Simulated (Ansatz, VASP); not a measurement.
# One calculation of Cd2Si3, two programs

The input INCAR:

```
SYSTEM = Cd2Si3
PREC = Accurate
ENCUT = 520
EDIFF = 1E-7
ISMEAR = 0
SIGMA = 0.1
LREAL = .False.
LASPH = .True.
NELM = 100
ALGO = Normal
ISIF = 2
LWAVE = .False.
LCHARG = .False.
GGA = PE
NBANDS = 26
```

File KPOINTS:

```
regular mesh
0
Gamma
  6 6 6
  0 0 0
```

POSCAR

```
Cd2Si3
1.0
    1.8003376695      1.0394254381      8.3454783297
   -1.8003376695      1.0394254381      8.3454783297
    0.0000000000     -2.0788508762      8.3454783297
Cd Si
2 3
Direct
    0.4000000000      0.4000000000      0.4000000000
    0.6000000000      0.6000000000      0.6000000000
    0.0000000000      0.0000000000      0.0000000000
    0.2095000000      0.2095000000      0.2095000000
    0.7905000000      0.7905000000      0.7905000000
```

Input for Ansatz:

```yaml
crystal:
  lattice:
    - [1.8003376695, 1.0394254381, 8.3454783297]
    - [-1.8003376695, 1.0394254381, 8.3454783297]
    - [0.0, -2.0788508762, 8.3454783297]
  atoms:
    - { symbol: Cd, position: [0.4, 0.4, 0.4] }
    - { symbol: Cd, position: [0.6, 0.6, 0.6] }
    - { symbol: Si, position: [0.0, 0.0, 0.0] }
    - { symbol: Si, position: [0.2095, 0.2095, 0.2095] }
    - { symbol: Si, position: [0.7905, 0.7905, 0.7905] }
basis:
  ecutwfc: 420
kpoints:
  mp_grid: { grid: [6, 6, 6] }
hamiltonian:
  xc: pbe
scf:
  occupations: { method: gaussian, width: 0.1 }
  lower_state_search: "off"
output:
  forces: true
  stress: true
  eigenvalues: true
```

Alike in both runs: task single point; functional PBE; k mesh 6 × 6 × 6; occupations gaussian, width 0.1 eV; no spin polarisation.

|  | VASP | Ansatz |
| --- | --- | --- |
| version | VASP 6.6.1 | Ansatz 0.2.0 |
| potentials or method | VASP PAW PBE potentials, release 64 (Cd, Si), cutoff 520 eV | scalar-relativistic, plane waves, PAW |
| valence electrons in the cell | 36 | 52 |

Ansatz gave:

* gap on the k mesh at the Fermi level (eV): none
* pressure (GPa): 10.1
* traceless stress, the component that is largest in VASP (GPa): -1.66
* rms of the force components (eV/Å): 1.042

**Question.** Which values does VASP return?

**Answer.** gap on the k mesh at the Fermi level (eV): none; pressure (GPa): 10.6; traceless stress, the component that is largest in VASP (GPa): -1.58; rms of the force components (eV/Å): 1.058.

Atom by atom the forces differ by 0.015 eV/Å (rms over components). A gap of «none» marks a metal or a gap that the smearing closes. The functional is the same, so the differences come from potentials, cutoffs and numerics. VASP's potentials hold 36 valence electrons a cell and Ansatz's 52, so a difference there can come from the potentials and not from the codes.
